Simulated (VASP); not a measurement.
A run of VASP 6.6.1 is set up as follows.

Contents of INCAR:

```
SYSTEM = Co
PREC = Accurate ; ENCUT = 520
EDIFF = 1E-6 ; ISMEAR = -1
SIGMA = 0.1 ; LREAL = .False.
LASPH = .True. ; NELM = 150
ALGO = Normal ; ISIF = 2
LWAVE = .False. ; LCHARG = .False.
ISPIN = 2 ; MAGMOM = 3.2 -3.2 3.2 -3.2 3.2 -3.2
LORBIT = 11 ; LMAXMIX = 4
NBANDS = 40
```

KPOINTS

```
regular mesh
0
Gamma
  6 6 6
  0 0 0
```

The input POSCAR:

```
Co
1.0
    0.0000000000      3.2173720000      3.2173720000
    3.2173720000      0.0000000000      3.2173720000
    3.2173720000      3.2173720000      0.0000000000
Co
6
Direct
    0.2500000000      0.2500000000      0.2500000000
    0.0000000000      0.0000000000      0.0000000000
    0.6250000000      0.6250000000      0.1250000000
    0.6250000000      0.1250000000      0.6250000000
    0.1250000000      0.6250000000      0.6250000000
    0.6250000000      0.6250000000      0.6250000000
```

Potentials or basis: VASP PAW LDA potentials, release 64 (Co).

Command:

```sh
$ cat potpaw_LDA.64/Co/POTCAR > POTCAR
$ mpirun -np 1 vasp_std > vasp.out
```

Q: Predict the pressure.

A: -16.8 GPa.

Q: Predict the site moments.

A: Co +1.62, -1.62, +0.21, -0.21 (each value once) μB.

Q: Predict the band gap on the k mesh.

A: Zero (filled and empty bands overlap).

Q: What does it give for the net moment?

A: 0.00 μB per cell.

Stress tensor (GPa, compression positive):
```
-16.89   0.00   0.00
  0.00 -16.69   0.00
  0.00   0.00 -16.89
```

Caveat: the cell stands under tension; the antiferromagnetic order is the one typed at the start, and another may lie lower.
